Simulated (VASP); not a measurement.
Input of a VASP 6.6.1 run:

The input INCAR:

```
  PREC = Accurate
  ENCUT = 520
  EDIFF = 1E-6
  ISMEAR = 1
  SIGMA = 0.1
  LREAL = F
  LASPH = T
  NELM = 100
  ALGO = Normal
  ISIF = 2
  LWAVE = F
  LCHARG = T
  LELF = T
  LVHAR = T
  NBANDS = 36
```

KPOINTS

```
regular mesh
0
Gamma
  10 10 3
```

Contents of POSCAR:

```
NbRu3
1.0
    2.7280159965      0.0000000000      0.0000000000
   -1.3640079983      2.3625316887      0.0000000000
    0.0000000000      0.0000000000      8.8604702446
Nb Ru
1 3
Direct
    0.0000000000      0.0000000000      0.5000000000
    0.0000000000      0.0000000000      0.0000000000
    0.3333333333      0.6666666667      0.7649060000
    0.3333333333      0.6666666667      0.2350940000
```

Potentials or basis: VASP PAW LDA potentials, release 64 (Nb_sv, Ru_pv).

Command:

```bash
$ cat potpaw_LDA.64/Nb_sv/POTCAR potpaw_LDA.64/Ru_pv/POTCAR > POTCAR
$ mpirun -np 1 vasp_std > vasp.out
```

Problem. Predict the band gap on the k mesh.

Solution. Zero (an odd number of electrons rules out a gap without spin polarisation).

Problem. Estimate the largest force.

Solution. 0.184 eV/Å.

Forces in eV/Å, atoms in the order of the input:
```
Nb   0.000  0.000  0.000
Ru   0.000  0.000  0.000
Ru   0.000  0.000  0.184
Ru   0.000  0.000 -0.184
```

Caveat: the cell stands under tension.
